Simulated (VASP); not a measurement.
CaH4 (tetrahydride): single point with PBEsol

The system is CaH4 (tetrahydride).

```
CELL_PARAMETERS angstrom
-1.64240 1.64240 2.75352
1.64240 -1.64240 2.75352
1.64240 1.64240 -2.75352
ATOMIC_POSITIONS crystal
Ca 0.00000 0.00000 0.00000
H 0.75000 0.25000 0.50000
H 0.25000 0.75000 0.50000
H 0.41795 0.41795 0.00000
H 0.58205 0.58205 0.00000
```

```json
{"Program": "VASP 6.6.1", "Task": "single point", "Functional": "PBEsol", "Potentials or basis": "VASP PAW PBE potentials, release 64 (Ca_sv, H)", "Cutoff": "500 eV", "k mesh": "10 × 10 × 10", "Occupations": "gaussian, width 0.03 eV", "Spin": "no spin polarisation"}
```

```yaml
Pressure: 22.2 GPa
Largest_force: 1.606 eV/Å
Band_gap_on_the_k_mesh: zero (band 7 reaches 4.97 eV, above the bottom of band 8 at 4.74 eV)
```

Forces on the atoms (eV/Å):
```
Ca   0.000  0.000  0.000
H    0.000  0.000  0.000
H    0.000  0.000  0.000
H    0.000  0.000  1.606
H    0.000  0.000 -1.606
```

Stress tensor (GPa, compression positive):
```
23.64  0.00  0.00
 0.00 23.64  0.00
 0.00  0.00 19.23
```

Levels at points of the mesh, in eV from the Fermi level:
```tsv
k point	band 5	band 6	band 7	band 8	band 9	band 10
(0.00, 0.00, 0.00)	-11.73	-1.00	0.24	2.02	2.89	2.89
(0.50, 0.00, 0.00)	-8.66	-6.13	-1.29	0.66	2.68	5.67
(0.50, 0.50, 0.00)	-9.25	-4.64	-3.43	1.69	5.00	5.42
(0.50, 0.50, 0.50)	-9.27	-5.73	-3.28	6.23	6.29	6.29
```

It took 70 s on 1 thread of Intel Xeon 8259CL, on a shared host, peak memory 0.18 GiB.

Caveat: the PAW data sets were made with another functional, which shifts forces and pressure a little.
